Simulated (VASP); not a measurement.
MnO:

```
Mn O
1.0
     3.37170    0.00000    0.00000
    -1.68585    2.91998    0.00000
     0.00000    0.00000    5.38550
Mn O
2 2
Direct
  0.66667 0.33333 0.51096
  0.33333 0.66667 0.01096
  0.66667 0.33333 0.87547
  0.33333 0.66667 0.37547
```

Base run:

- Program: VASP 6.6.1
- Functional: PBE
- Potentials or basis: VASP PAW PBE potentials, release 64 (Mn_pv, O)
- Cutoff: 520 eV
- k mesh: 9 × 9 × 5
- Occupations: fermi-dirac, width 0.05 eV
- Spin: no spin polarisation

Its results: band gap on the k mesh zero (bands 19 and 20 overlap by 0.38 eV); pressure -28.7 GPa; largest force 0.334 eV/Å.

**Question.** The run is repeated on the same cell with these changes: spin from no spin polarisation to collinear spin, ferromagnetic start; further incar settings from ALGO = Normal; EDIFF = 1e-06; NBANDS = 27 to ALGO = Normal; EDIFF = 1e-07; NBANDS = 31. What comes out?

**Answer.** Band gap on the k mesh zero (filled and empty bands overlap); pressure 6.5 GPa; net moment 9.99 μB per cell; site moments Mn +4.41; O +0.20 μB; largest force 0.663 eV/Å.

Caveats: semilocal functionals often make such compounds metallic where correlation or magnetic order opens a gap, which also shifts bond lengths; the stress differs along the axes, from -31 to -24 GPa (at least some runs); the stress differs along the axes, from 4 to 12 GPa (at least some runs); the run started ferromagnetic, and an antiferromagnetic order may lie lower in energy (at least some runs).
